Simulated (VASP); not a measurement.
# CsPbCl3 in VASP: a series of runs, part 3 of 3

VASP 6.6.1. The steps go on from the part before.

## 6. Single point, PBEsol (strain -0.050 along x and y, -0.025 along z)

Input file INCAR:

```
SYSTEM = CsPbCl3
  PREC = Accurate
  ENCUT = 520
  EDIFF = 1E-7
  ISMEAR = 0
  SIGMA = 0.05
  LREAL = .FALSE.
  LASPH = .TRUE.
  NELM = 100
  ALGO = Normal
  ISIF = 2
  LWAVE = .FALSE.
  LCHARG = .FALSE.
  GGA = PS
  NBANDS = 30
```

Input file KPOINTS:

```
Automatic mesh
0
G
  6 6 6
  0 0 0
```

Input file POSCAR:

```
CsPbCl3
1.0
    5.3247500000      0.0000000000      0.0000000000
    0.0000000000      5.3247500000      0.0000000000
    0.0000000000      0.0000000000      5.4648750000
Cs Pb Cl
1 1 3
Direct
    0.0000000000      0.0000000000      0.0000000000
    0.5000000000      0.5000000000      0.5000000000
    0.0000000000      0.5000000000      0.5000000000
    0.5000000000      0.0000000000      0.5000000000
    0.5000000000      0.5000000000      0.0000000000
```

Potentials or basis: VASP PAW PBE potentials, release 64 (Cs_sv, Pb_d, Cl).

On the command line:

```
cat potpaw_PBE.64/Cs_sv/POTCAR potpaw_PBE.64/Pb_d/POTCAR potpaw_PBE.64/Cl/POTCAR > POTCAR
mpirun -np 1 vasp_std > vasp.out
```

OUTCAR:

```text
SYSTEM = CsPbCl3
   PREC = Accurate
   ENCUT = 520
   EDIFF = 1E-7
   ISMEAR = 0
   LREAL = .FALSE.
   LASPH = .TRUE.
   NELM = 100
   ISIF = 2
   GGA = PS

 ion  position               nearest neighbor table
   1  0.000  0.000  0.000-
   2  0.500  0.500  0.500-   3 2.66   4 2.66   4 2.66   3 2.66   5 2.73   5 2.73
   3  0.000  0.500  0.500-   2 2.66   2 2.66
   4  0.500  0.000  0.500-   2 2.66   2 2.66
   5  0.500  0.500  0.000-   2 2.73   2 2.73

  LATTYP: Found a simple tetragonal cell.
 ALAT       =     5.3247500000
 C/A-ratio  =     1.0263157895

  Lattice vectors:

 A1 = (   5.3247500000,   0.0000000000,   0.0000000000)
 A2 = (   0.0000000000,   5.3247500000,   0.0000000000)
 A3 = (   0.0000000000,   0.0000000000,   5.4648750000)

Analysis of symmetry for initial positions (statically):
=====================================================================
 Subroutine PRICEL returns:
 Original cell was already a primitive cell.

 Routine SETGRP: Setting up the symmetry group for a
 simple tetragonal supercell.

 Subroutine GETGRP returns: Found 16 space group operations
 (whereof 16 operations were pure point group operations)
 out of a pool of 16 trial point group operations.

The static configuration has the point symmetry D_4h.

Analysis of symmetry for dynamics (positions and initial velocities):
=====================================================================
 Subroutine PRICEL returns:
 Original cell was already a primitive cell.

 Routine SETGRP: Setting up the symmetry group for a
 simple tetragonal supercell.

 Subroutine GETGRP returns: Found 16 space group operations
 (whereof 16 operations were pure point group operations)
 out of a pool of 16 trial point group operations.

[... 122 lines left out ...]
   EFERMI_NEDOS =   21; number of points for ismear=-14 and -15
   IALGO  =     38    algorithm
   IMIX   =      4    mixing-type and parameters
     AMIX     =   0.40;   BMIX     =  1.00
     AMIX_MAG =   1.60;   BMIX_MAG =  1.00
  volume/ion in A,a.u.               =      30.99       209.12
  Fermi-wavevector in a.u.,A,eV,Ry     =   1.076051  2.033441 15.753990  1.157886
  Thomas-Fermi vector in A             =   2.211925
   LORBIT       =      0    0 simple, 1 ext, 2 COOP (PROOUT), +10 PAW based schemes
   GGA     = PS    functional components
   LHFCALC =     F    Hartree Fock is set to
   AEXX    =    0.0000 exact exchange contribution
   IVDW    =     0    specifies the selected vdW correction
   LEPSILON=     F    determine dielectric tensor
   LRPA    =     F    only Hartree local field effects (RPA)
 non-spin polarized calculation
 Gauss-broadening in eV      SIGMA  =   0.05
  energy-cutoff  :      520.00
  volume of cell :      154.95
 maximum number of plane-waves:      4196
 NGX is ok and might be reduce to    40
   NGX = 19   NGY = 19   NGZ = 21

 number of electron      43.9999991 magnetization

 Free energy of the ion-electron system (eV)
  ---------------------------------------------------
  ext. energy  EPLUGINS =         0.00000000
  ---------------------------------------------------
  free energy    TOTEN  =       -18.07325992 eV

  energy without entropy =      -18.07325992  energy(sigma->0) =      -18.07325992

 E-fermi :   3.8302     XC(G=0):  -8.5978

 val. band max:        3.5400861052   @ k =   0.5000   0.5000   0.5000
 cond. band min:       4.4961379418   @ k =   0.5000   0.5000   0.5000
 fundamental gap:      0.9560518366
 Fermi energy:         3.8301619681

 k-point     1 :       0.0000    0.0000    0.0000
  band No.  band energies     occupation
      1     -18.6291      2.00000
      2     -14.1818      2.00000
      3     -14.0956      2.00000
      4     -13.6120      2.00000
      5     -13.6120      2.00000
      6     -13.6083      2.00000
[... 781 lines left out ...]
     29       8.8208      0.00000
     30       9.1214      0.00000

 [... further k-points ...]

------------------------ aborting loop because EDIFF is reached ----------------------------------------

  FORCE on cell =-STRESS in cart. coord.  units (eV):
  Direction    XX          YY          ZZ          XY          YZ          ZX
  --------------------------------------------------------------------------------------
  -------------------------------------------------------------------------------------
  Total        5.2521242      5.2521242      3.0755634      0.0000000      0.0000000      0.0000000
  in kB       54.3083860     54.3083860     31.8021580      0.0000000      0.0000000      0.0000000
  external PRESSURE =      46.8063100 kB  Pullay stress =       0.0000000 kB

 VOLUME and BASIS-vectors are now :
 -----------------------------------------------------------------------------
  energy-cutoff  :      520.00
  volume of cell :      154.95
      direct lattice vectors                 reciprocal lattice vectors
     5.324750000  0.000000000  0.000000000     0.187802244  0.000000000  0.000000000
     0.000000000  5.324750000  0.000000000     0.000000000  0.187802244  0.000000000
     0.000000000  0.000000000  5.464875000     0.000000000  0.000000000  0.182986802

 POSITION                                       TOTAL-FORCE (eV/Angst)
 -----------------------------------------------------------------------------------
      0.00000      0.00000      0.00000         0.000000      0.000000      0.000000
      2.66237      2.66237      2.73244         0.000000      0.000000      0.000000
      0.00000      2.66237      2.73244         0.000000      0.000000      0.000000
      2.66237      0.00000      2.73244         0.000000      0.000000      0.000000
      2.66237      2.66237      0.00000         0.000000      0.000000      0.000000
 -----------------------------------------------------------------------------------
    total drift:                                0.000000      0.000000     -0.000000

  FREE ENERGIE OF THE ION-ELECTRON SYSTEM (eV)
  ---------------------------------------------------
  free  energy   TOTEN  =       -18.0732599155 eV

  energy  without entropy=      -18.0732599155  energy(sigma->0) =      -18.07325992
```

It took 2.1 min on 1 thread of Oxide Virtual Turin-like, shared host; peak memory 0.32 GiB.

What came out:

| Item | Value |
| --- | --- |
| Free energy | -18.0733 eV |
| Pressure | 4.7 GPa |
| Band gap on the k mesh | 0.96 eV |

Stress tensor (GPa, compression positive):
```
5.43 0.00 0.00
0.00 5.43 0.00
0.00 0.00 3.18
```

Levels at points of the mesh, in eV from the valence-band top:
| k point | band 20 | band 21 | band 22 | band 23 | band 24 | band 25 |
| --- | --- | --- | --- | --- | --- | --- |
| (0.00, 0.00, 0.00) | -3.63 | -3.62 | -3.62 | 2.41 | 3.04 | 3.13 |
| (0.50, 0.00, 0.00) | -3.81 | -3.80 | -2.14 | 2.63 | 3.84 | 4.29 |
| (0.50, 0.50, 0.00) | -3.72 | -3.25 | -0.95 | 1.91 | 1.91 | 4.14 |
| (0.00, 0.00, 0.50) | -3.81 | -3.81 | -2.40 | 2.48 | 3.77 | 4.11 |
| (0.50, 0.00, 0.50) | -3.74 | -3.29 | -1.15 | 1.76 | 2.01 | 4.48 |
| (0.50, 0.50, 0.50) | -3.27 | -3.24 | 0.00 | 0.96 | 1.19 | 1.19 |

Caveat: the cell differs from its parent crystal (strain -0.050 along x and y, -0.025 along z); the cell stands under pressure; the PAW data sets were made with another functional, which shifts forces and pressure a little; spin-orbit coupling is left out, which moves the levels of the heavy elements. A k mesh can miss the band edges.

## 7. Single point, PBEsol (strain -0.025 along x and y, -0.050 along z)

Input file INCAR:

```
PREC = Accurate
ENCUT = 520
EDIFF = 1E-7
ISMEAR = 0
SIGMA = 0.05
LREAL = F
LASPH = T
NELM = 60
ALGO = Normal
ISIF = 2
LWAVE = F
LCHARG = F
GGA = PS
NBANDS = 30
```

Input file KPOINTS:

```
regular mesh
0
Gamma
  6 6 6
```

Changes to POSCAR since step 6:

```diff
@@ -2,5 +2,5 @@
 1.0
-    5.3247500000      0.0000000000      0.0000000000
-    0.0000000000      5.3247500000      0.0000000000
-    0.0000000000      0.0000000000      5.4648750000
+    5.4648750000      0.0000000000      0.0000000000
+    0.0000000000      5.4648750000      0.0000000000
+    0.0000000000      0.0000000000      5.3247500000
 Cs Pb Cl
```

Potentials or basis: VASP PAW PBE potentials, release 64 (Cs_sv, Pb_d, Cl).

On the command line:

```
cat potpaw_PBE.64/Cs_sv/POTCAR potpaw_PBE.64/Pb_d/POTCAR potpaw_PBE.64/Cl/POTCAR > POTCAR
mpirun -np 1 vasp_std > vasp.out
```

OUTCAR:

```text
PREC = Accurate
   ENCUT = 520
   EDIFF = 1E-7
   ISMEAR = 0
   LREAL = F
   LASPH = T
   NELM = 60
   ISIF = 2
   GGA = PS

 ion  position               nearest neighbor table
   1  0.000  0.000  0.000-
   2  0.500  0.500  0.500-   5 2.66   5 2.66   3 2.73   4 2.73   4 2.73   3 2.73
   3  0.000  0.500  0.500-   2 2.73   2 2.73
   4  0.500  0.000  0.500-   2 2.73   2 2.73
   5  0.500  0.500  0.000-   2 2.66   2 2.66
[... 996 lines left out ...]
  Direction    XX          YY          ZZ          XY          YZ          ZX
  --------------------------------------------------------------------------------------
  -------------------------------------------------------------------------------------
  Total        2.8144564      2.8144564      4.9778352      0.0000000     -0.0000000      0.0000000
  in kB       28.3560293     28.3560293     50.1523642      0.0000000     -0.0000000      0.0000000
  external PRESSURE =      35.6214743 kB  Pullay stress =       0.0000000 kB

 VOLUME and BASIS-vectors are now :
 -----------------------------------------------------------------------------
  energy-cutoff  :      520.00
  volume of cell :      159.02
      direct lattice vectors                 reciprocal lattice vectors
     5.464875000  0.000000000  0.000000000     0.182986802  0.000000000  0.000000000
     0.000000000  5.464875000  0.000000000     0.000000000  0.182986802  0.000000000
     0.000000000  0.000000000  5.324750000     0.000000000  0.000000000  0.187802244

 POSITION                                       TOTAL-FORCE (eV/Angst)
 -----------------------------------------------------------------------------------
      0.00000      0.00000      0.00000         0.000000      0.000000      0.000000
      2.73244      2.73244      2.66237         0.000000      0.000000      0.000000
      0.00000      2.73244      2.66237         0.000000      0.000000      0.000000
      2.73244      0.00000      2.66237         0.000000      0.000000      0.000000
      2.73244      2.73244      0.00000         0.000000      0.000000      0.000000
 -----------------------------------------------------------------------------------
    total drift:                                0.000000     -0.000000     -0.000000

  FREE ENERGIE OF THE ION-ELECTRON SYSTEM (eV)
  ---------------------------------------------------
  free  energy   TOTEN  =       -18.1783653657 eV

  energy  without entropy=      -18.1783653657  energy(sigma->0) =      -18.17836537
```

Wall time 2.6 min (1 thread of Oxide Virtual Turin-like, shared host); peak memory 0.32 GiB.

What came out:

```yaml
Free_energy: -18.1784 eV
Pressure: 3.6 GPa
Band_gap_on_the_k_mesh: 1.19 eV
```

Stress tensor (GPa, compression positive):
```
2.84 0.00 0.00
0.00 2.84 0.00
0.00 0.00 5.02
```

Caveat: the cell differs from its parent crystal (strain -0.025 along x and y, -0.050 along z); the cell stands under pressure; the PAW data sets were made with another functional, which shifts forces and pressure a little; spin-orbit coupling is left out, which moves the levels of the heavy elements. A k mesh can miss the band edges.

## 8. Overview

| cell | gap on the mesh (eV) | pressure (GPa) |
| --- | --- | --- |
| a = 5.325 Å, 5 atoms | 0.96 | 5.9 |
| a = 5.465 Å, 5 atoms | 1.43 | 2.5 |
| a = 5.745 Å, 5 atoms | 2.11 | -1.5 |
| a = 5.885 Å, 5 atoms | 2.33 | -2.5 |
| a = 5.325, b = 5.325, c = 5.465 Å, 5 atoms | 0.96 | 4.7 |
| a = 5.465, b = 5.465, c = 5.325 Å, 5 atoms | 1.19 | 3.6 |

Alike in all rows: task single point; level PBEsol; potentials or basis VASP PAW PBE potentials, release 64 (Cs_sv, Pb_d, Cl); no spin polarisation; k mesh 6 × 6 × 6; cutoff (eV) 520; smearing gaussian 0.05 eV.

Caveats: the PAW data sets were made with another functional, which shifts forces and pressure a little; spin-orbit coupling is left out, which moves the levels of the heavy elements; the cell stands under pressure (at least some runs).

Total energies depend on the potentials used, so only differences within one code and one set of settings carry meaning.
